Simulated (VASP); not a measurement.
TlBr, 2 atoms in the cell. The structure is cubic, space group Pm-3m (No. 221). Conventional cell: a = 3.980 Å, b = 3.980 Å, c = 3.980 Å, α = 90.00°, β = 90.00°, γ = 90.00°. Tl (site symmetry m-3m) has 8 Br at 3.45 Å and 6 Tl at 3.98 Å within 4.5 Å. Br (site symmetry m-3m) has 8 Tl at 3.45 Å and 6 Br at 3.98 Å within 4.5 Å. 

| Property | Result |
| --- | --- |
| Program | VASP 6.6.1 |
| Task | elastic constants |
| Functional | PBE |
| Dispersion | D3(BJ) |
| Potentials or basis | VASP PAW PBE potentials, release 64 (Tl_d, Br) |
| Cutoff | 500 eV |
| k mesh | 8 × 8 × 8 |
| Occupations | gaussian, width 0.01 eV |
| Spin | no spin polarisation |
| Dipole correction | no |
| Ions in elastic constants | relaxed |
| Further INCAR settings | ALGO = Normal; EDIFF = 1e-08; IBRION = 6; POTIM = 0.015; NSW = 1; ISIF = 3 |

Potentials or basis: VASP PAW PBE potentials, release 64 (Tl_d, Br).

Run with:

```console
$ cat potpaw_PBE.64/Tl_d/POTCAR potpaw_PBE.64/Br/POTCAR > POTCAR
$ mpirun -np 1 vasp_std > vasp.out
```

Hardware: 1 thread of AMD EPYC 9R45 (Zen 5), on a shared host.

Task: Estimate the wall time of this run.

Result: It took 5.3 min on 1 thread of AMD EPYC 9R45 (Zen 5), with other jobs on the host, peak memory 0.34 GiB. Counts: scf iterations 169, k points 35.
